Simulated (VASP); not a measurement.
Here is a VASP 6.6.1 calculation.

INCAR

```
PREC = Accurate
ENCUT = 600
EDIFF = 1E-6
ISMEAR = 0
SIGMA = 0.1
LREAL = False
LASPH = True
NELM = 120
ALGO = Normal
ISIF = 2
LWAVE = False
LCHARG = False
GGA = PE
NBANDS = 27
GGA_COMPAT = False
```

File KPOINTS:

```
regular mesh
0
Gamma
  6 6 6
```

POSCAR

```
Be3Cd2Te
1.0
   -2.6310465046      2.6310465046      4.4570698557
    2.6310465046     -2.6310465046      4.4570698557
    2.6310465046      2.6310465046     -4.4570698557
Be Cd Te
3 2 1
Direct
    0.7623166051      0.7623166051      0.0000000000
    0.2376833949      0.2376833949      0.0000000000
    0.0000000000      0.0000000000      0.0000000000
    0.7500000000      0.2500000000      0.5000000000
    0.2500000000      0.7500000000      0.5000000000
    0.5000000000      0.5000000000      0.0000000000
```

Potentials or basis: VASP PAW PBE potentials, release 64 (Be, Cd, Te).

Command:

```bash
$ cat potpaw_PBE.64/Be/POTCAR potpaw_PBE.64/Cd/POTCAR potpaw_PBE.64/Te/POTCAR > POTCAR
$ mpirun -np 1 vasp_std > vasp.out
```

Task: Estimate the band gap on the k mesh.

Result: Zero (bands 18 and 19 overlap by 1.92 eV).

Task: Predict the pressure.

Result: 0.2 GPa.

Forces in eV/Å, atoms in the order of the input:
```
Be   0.000  0.000  0.020
Be   0.000  0.000 -0.020
Be   0.000  0.000  0.000
Cd   0.000  0.000  0.000
Cd   0.000  0.000  0.000
Te   0.000  0.000  0.000
```

Caveat: spin-orbit coupling is left out, which moves the levels of the heavy elements.
